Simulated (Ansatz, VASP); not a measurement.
**Tl in VASP and in Ansatz**

File INCAR:

```
SYSTEM = Tl
PREC = Accurate ; ENCUT = 520
EDIFF = 1E-6 ; ISMEAR = -1
SIGMA = 0.1 ; LREAL = .False.
LASPH = .True. ; NELM = 80
ALGO = Normal ; ISIF = 2
LWAVE = .False. ; LCHARG = .False.
GGA = PE ; NBANDS = 12
```

File KPOINTS:

```
Automatic mesh
0
Gamma
  18 18 18
  0 0 0
```

File POSCAR:

```
Tl
1.0
   -1.9343122246      1.9343122246      1.9343122246
    1.9343122246     -1.9343122246      1.9343122246
    1.9343122246      1.9343122246     -1.9343122246
Tl
1
Direct
    0.0000000000      0.0000000000      0.0000000000
```

Input for Ansatz:

```yaml
crystal:
  lattice:
    - [-1.9343122246, 1.9343122246, 1.9343122246]
    - [1.9343122246, -1.9343122246, 1.9343122246]
    - [1.9343122246, 1.9343122246, -1.9343122246]
  atoms:
    - { symbol: Tl, position: [0.0, 0.0, 0.0] }
hamiltonian:
  xc: pbe
  pseudopotentials:
    kind: paw
    azcp:
      Tl: "pseudopotentials/Tl.paw.azcp"
basis:
  ecutwfc: 420
  fft_grid_basis: typed
kpoints:
  mp_grid: { grid: [18, 18, 18], shift: [0, 0, 0] }
magnetization:
  spin_polarized: false
scf:
  occupations: { method: fermi_dirac, width: 0.1 }
output:
  stress: true
```

Alike in both runs: task single point; functional PBE; k mesh 18 × 18 × 18; occupations fermi-dirac, width 0.1 eV; no spin polarisation.

|  | VASP | Ansatz |
| --- | --- | --- |
| version | VASP 6.6.1 | Ansatz 0.2.0 |
| potentials or method | VASP PAW PBE potentials, release 64 (Tl_d), cutoff 520 eV | plane waves (420 eV) with PAW, scalar-relativistic |
| valence electrons in the cell | 13 | 13 |

Ansatz gave:

| Item | Value |
| --- | --- |
| pressure (GPa) | 2.7 |

Problem. What did VASP give for the same quantities?

Solution. Pressure (GPa): 2.6.

Neither program's run includes spin-orbit coupling.
